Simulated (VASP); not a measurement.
Set up this calculation in VASP 6.6.1, as the native input.

```yaml
Task: single point
Functional: PBEsol
Dispersion: D3(BJ)
Potentials_or_basis: VASP PAW PBE potentials, release 64 (Te, Mo_sv, H)
Cutoff: 400 eV
k_mesh: 9 × 9 × 2
Occupations: gaussian, width 0.05 eV
Spin: no spin polarisation
Dipole_correction: no
Further_INCAR_settings: ALGO = Normal; EDIFF = 1e-06; NBANDS = 50
```

The structure of Te6Mo3H (a cell with a defect) lies in POSCAR:

```
Te6Mo3H
1.0
    3.4334342720      0.0000000000      0.0000000000
   -1.7167171360      2.9734413017      0.0000000000
    0.0000000000      0.0000000000     20.7704294686
Te Mo H
6 3 1
Direct
    0.0000000000      0.0000000000      0.9125759363
    0.3333333333      0.6666666667      0.5917818730
    0.3333333333      0.6666666667      0.2333053354
    0.3333333333      0.6666666667      0.7666946646
    0.3333333333      0.6666666667      0.4082181270
    0.0000000000      0.0000000000      0.0874240637
    0.0000000000      0.0000000000      0.6791511892
    0.0000000000      0.0000000000      0.3208488108
    0.3333333333      0.6666666667      0.0000000000
   -0.4689764967     -0.5261549150      0.9190103014
```

These files were run (other wordings do the same):

INCAR

```
PREC = Accurate
ENCUT = 400
EDIFF = 1E-6
ISMEAR = 0
SIGMA = 0.05
LREAL = F
LASPH = T
NELM = 120
ALGO = Normal
ISIF = 2
LWAVE = F
LCHARG = F
GGA = PS
IVDW = 12
NBANDS = 50
GGA_COMPAT = F
```

KPOINTS

```
regular mesh
0
Gamma
  9 9 2
```

Potentials or basis: VASP PAW PBE potentials, release 64 (Te, Mo_sv, H).

Command:

```console
$ cat potpaw_PBE.64/Te/POTCAR potpaw_PBE.64/Mo_sv/POTCAR potpaw_PBE.64/H/POTCAR > POTCAR
$ mpirun -np 1 vasp_std > vasp.out
```

Results of the run:

| Quantity | Value |
| --- | --- |
| Pressure | 3.5 GPa |
| Largest force | 1.817 eV/Å |
| Band gap on the k mesh | zero (an odd number of electrons rules out a gap without spin polarisation) |
| Dispersion energy per atom | -0.504 eV |

Caveat: the PAW data sets were made with another functional, which shifts forces and pressure a little; spin-orbit coupling is left out, which moves the levels of the heavy elements.

Wall time 6.2 min on 1 thread of Intel(R) Xeon(R) 6975P-C (Granite Rapids), with other jobs on the host, peak memory 0.59 GiB.
